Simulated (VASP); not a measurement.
ZnO, 2 atoms in the cell. Symmetry: P6/mmm, No. 191, hexagonal system. The conventional cell has a = 4.934 Å, b = 4.934 Å, c = 3.459 Å, α = 90.00°, β = 90.00°, γ = 120.00°. Zn (site symmetry 6/mmm) has 2 O at 1.73 Å within 2.3 Å. Within 2.3 Å of O (site symmetry 6/mmm) lie 2 Zn at 1.73 Å. 

| Property | Result |
| --- | --- |
| Program | VASP 6.6.1 |
| Task | relaxation of cell and atoms |
| Functional | PBE |
| Potentials or basis | VASP PAW PBE potentials, release 64 (Zn, O) |
| Cutoff | 600 eV |
| k mesh | 6 × 6 × 8 |
| Occupations | gaussian, width 0.02 eV |
| Spin | no spin polarisation |
| Dipole correction | no |
| Further INCAR settings | ALGO = Normal; EDIFF = 1e-06; IBRION = 2; EDIFFG = -0.01; NSW = 100; ISIF = 3 |

Potentials or basis: VASP PAW PBE potentials, release 64 (Zn, O).

Run with:

```console
$ cat potpaw_PBE.64/Zn/POTCAR potpaw_PBE.64/O/POTCAR > POTCAR
$ mpirun -np 1 vasp_std > vasp.out
```

Hardware: 1 thread of Intel(R) Xeon(R) 6975P-C (Granite Rapids), with other jobs on the host.

How long does it take, and how much memory?

Run time: 29 s on 1 thread of Intel(R) Xeon(R) 6975P-C (Granite Rapids), on a shared host, peak memory 0.22 GiB. Counts: scf iterations 32, k points 35, ion steps 4.
